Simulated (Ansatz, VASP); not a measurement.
**RuAuCl4: VASP beside Ansatz**

```
Ru Au Cl
1.0
     4.04531   -5.21265    0.00000
     4.04531    5.21265    0.00000
     0.00000    0.00000    3.69606
Ru Au Cl
1 1 4
Cartesian
  4.0453 0.0000 1.8480
  0.0000 0.0000 0.0000
  1.6881 0.0000 1.8480
  6.4025 0.0000 1.8480
  4.0453 -1.5428 0.0000
  4.0453 1.5428 0.0000
```

Alike in both runs: functional PBE; k mesh 6 × 6 × 8; occupations gaussian, width 0.1 eV; no spin polarisation.

Ansatz relaxed the structure, and its values are those at the end. VASP's run is a single point on that final structure, the one shown.

```csv
,VASP,Ansatz
version,VASP 6.6.1,Ansatz 0.2.0
potentials or method,"VASP PAW PBE potentials, release 64 (Ru_pv, Au, Cl), cutoff 520 eV","scalar-relativistic, plane waves, PAW"
valence electrons in the cell,53,63
```

```csv
,VASP,Ansatz,Ansatz less VASP
gap on the k mesh at the Fermi level (eV),none,none,-
pressure (GPa),-0.1,0.0,+0.12
rms of the force components (eV/Å),0.003,0.001,-0.0018
```

A gap of «none» marks a metal or a gap that the smearing closes. With one functional, cell and mesh, what is left measures potentials, basis and numerics. VASP's potentials hold 53 valence electrons a cell and Ansatz's 63, so a difference there can come from the potentials and not from the codes.

Spin-orbit coupling is off throughout.
